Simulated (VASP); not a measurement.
Here is a VASP 6.6.1 calculation.

File INCAR:

```
PREC = Accurate
ENCUT = 520
EDIFF = 1E-8
ISMEAR = 0
SIGMA = 0.01
LREAL = False
LASPH = True
NELM = 60
ALGO = Normal
ISIF = 2
LWAVE = False
LCHARG = False
METAGGA = R2SCAN
LMIXTAU = True
LCALCEPS = True
```

KPOINTS

```
regular mesh
0
Gamma
  9 9 4
```

File POSCAR:

```
AlN
1.0
    3.1066937602      0.0000000000      0.0000000000
   -1.5533468801      2.6904757181      0.0000000000
    0.0000000000      0.0000000000      5.0781633830
Al N
2 2
Direct
    0.3333333333      0.6666666667     -0.0016267570
    0.6666666667      0.3333333333      0.4983732430
    0.3333333333      0.6666666667      0.3766267570
    0.6666666667      0.3333333333      0.8766267570
```

Potentials or basis: VASP PAW PBE potentials, release 64 (Al, N).

Command:

```console
$ cat potpaw_PBE.64/Al/POTCAR potpaw_PBE.64/N/POTCAR > POTCAR
$ mpirun -np 1 vasp_std > vasp.out
```

Question: Estimate the electronic dielectric tensor (diagonal).

Answer: 4.15, 4.15, 4.37.

Question: Estimate the Born charges (mean of the diagonal).

Answer: Al +2.55; N -2.55 e.

Question: Estimate the band gap on the k mesh.

Answer: 4.83 eV.

Born effective charge tensors (e):
atom 1, Al
```
2.50 0.00 0.00
0.00 2.50 0.00
0.00 0.00 2.65
```
atom 2, Al
```
2.50 0.00 0.00
0.00 2.50 0.00
0.00 0.00 2.65
```
atom 3, N
```
-2.50  0.00  0.00
 0.00 -2.50  0.00
 0.00  0.00 -2.65
```
atom 4, N
```
-2.50  0.00  0.00
 0.00 -2.50  0.00
 0.00  0.00 -2.65
```

Caveat: the cell differs from its parent crystal (uniaxial z strain +2.0%).
